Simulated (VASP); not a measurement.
Runs of VASP 6.6.1 on Te. The structure is that of space group I4_1/amd (No. 141), or close to it. The cells are those of the table. The cell was built from a structure type or drawn by symmetry, and may not be a known phase.

```csv
task,cell,k mesh,cutoff (eV),gap on the mesh (eV),pressure (GPa)
single point,"a = 6.301 Å, angles 118.1, 118.1, 93.3°, 4 atoms",10 × 10 × 10,520,none,0.0
relaxation of cell and atoms,"relaxed from a = 5.627 Å, angles 107.6, 107.6, 113.2°, 4 atoms",4 × 4 × 4,600,none,0.0
single point,"a = 6.169 Å, angles 112.9, 112.9, 102.8°, 4 atoms",4 × 4 × 4,520,none,0.1
single point,"a = 5.627 Å, angles 107.6, 107.6, 113.2°, 4 atoms",4 × 4 × 4,520,none,(a)
```

Alike in all rows: level PBE; potentials or basis VASP PAW PBE potentials, release 64 (Te); no spin polarisation; smearing gaussian 0.1 eV.

Q: Estimate the missing entries.

A: (a) 15.0.

Caveats: spin-orbit coupling is left out, which moves the levels of the heavy elements; the cell stands under pressure (at least some runs).

A k mesh can miss the band edges, and the runs leave out spin-orbit coupling on Te.

A gap of «none» marks levels without a gap at the run's occupations.
